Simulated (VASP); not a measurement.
## RbBr: single point with PBEsol

RbBr:

```
Rb Br
1.0
     0.00000    3.50868    3.50868
     3.50868    0.00000    3.50868
     3.50868    3.50868    0.00000
Rb Br
1 1
Direct
  0.00000 0.00000 0.00000
  0.50000 0.50000 0.50000
```

```
Program             : VASP 6.6.1
Task                : single point
Functional          : PBEsol
Potentials or basis : VASP PAW PBE potentials, release 64 (Rb_sv, Br)
Cutoff              : 500 eV
k mesh              : 6 × 6 × 6
Occupations         : tetrahedron
Spin                : no spin polarisation
```

| Property | Result |
| --- | --- |
| Pressure | -0.8 GPa |
| Band gap on the k mesh | 4.06 eV |

Levels at points of the mesh, in eV from the valence-band top:
| k point | band 6 | band 7 | band 8 | band 9 | band 10 | band 11 |
| --- | --- | --- | --- | --- | --- | --- |
| (0.00, 0.00, 0.00) | 0.00 | 0.00 | 0.00 | 4.06 | 7.19 | 7.19 |
| (0.50, 0.00, 0.00) | -0.90 | -0.30 | -0.30 | 6.50 | 7.37 | 9.23 |
| (0.50, 0.50, 0.00) | -0.46 | -0.16 | -0.16 | 5.57 | 6.76 | 8.71 |

Wall time 30 s on 1 thread of AMD EPYC 7R43 64-Core Processor (Zen 3) (shared host), peak memory 0.17 GiB.

Caveat: the PAW data sets were made with another functional, which shifts forces and pressure a little. PBEsol gaps usually lie below the measured ones, often by a third to a half.
